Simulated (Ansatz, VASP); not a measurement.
# BN in VASP and in Ansatz

```
CELL_PARAMETERS angstrom
2.51218 0.00000 0.00000
-1.25609 2.17561 0.00000
0.00000 0.00000 8.26025
ATOMIC_POSITIONS crystal
B 0.33333 0.66667 0.25000
B 0.66667 0.33333 0.75000
N 0.33333 0.66667 0.75000
N 0.66667 0.33333 0.25000
```

Change from the starting cell: strain -0.0100 x Voigt [0, 0, 1, 0, 0, 0], atoms carried along.

Alike in both runs: task single point; functional PBE; k mesh 12 × 12 × 4; occupations gaussian, width 0.05 eV; no spin polarisation.

|  | VASP | Ansatz |
| --- | --- | --- |
| version | VASP 6.6.1 | Ansatz 0.2.0 |
| potentials or method | VASP PAW PBE potentials, release 64 (B, N), cutoff 520 eV | scalar-relativistic, plane waves, PAW |
| valence electrons in the cell | 16 | 16 |

```csv
,VASP,Ansatz,Ansatz less VASP
gap on the k mesh at the Fermi level (eV),4.42,4.42,+0.002
least direct gap on the mesh (eV),4.65,4.66,+0.003
pressure (GPa),0.1,0.0,-0.05
"traceless stress, the component that is largest in VASP (GPa)",-0.12,0.05,+0.168
```
